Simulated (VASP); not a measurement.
## OsBr: single point with PBE

Crystal: OsBr.

```xyz
2
Lattice="3.2159 0.0000 0.0000 0.0000 3.2159 0.0000 0.0000 0.0000 3.2159" Properties=species:S:1:pos:R:3 pbc="T T T"
Os    0.0000    0.0000    0.0000
Br    1.6080    1.6080    1.6080
```

```
Program                : VASP 6.6.1
Task                   : single point
Functional             : PBE
Potentials or basis    : VASP PAW PBE potentials, release 64 (Os, Br)
Cutoff                 : 520 eV
k mesh                 : 18 × 18 × 18
Occupations            : gaussian, width 0.1 eV
Spin                   : no spin polarisation
Dipole correction      : no
Further INCAR settings : ALGO = Normal; EDIFF = 1e-07; NBANDS = 14
```

```json
{
  "Pressure": "0.2 GPa"
}
```

Levels at points of the mesh, in eV from the Fermi level:
```csv
k point,band 5,band 6,band 7,band 8,band 9,band 10
"(0.00, 0.00, 0.00)",-4.16,-4.16,-1.46,-0.75,-0.75,-0.75
"(0.50, 0.00, 0.00)",-3.42,-0.49,0.16,1.45,1.45,3.30
"(0.50, 0.50, 0.00)",-3.16,-2.05,-2.05,-1.69,0.60,2.00
"(0.50, 0.50, 0.50)",0.69,0.69,1.60,1.60,1.60,2.04
```

Run time: 37 s on 1 thread of Intel(R) Xeon(R) Platinum 8488C (Sapphire Rapids) (shared host), peak memory 0.23 GiB.

Caveat: spin-orbit coupling is left out, which moves the levels of the heavy elements; an odd number of electrons without spin polarisation forces a metal; a magnetic or distorted state may lie lower.
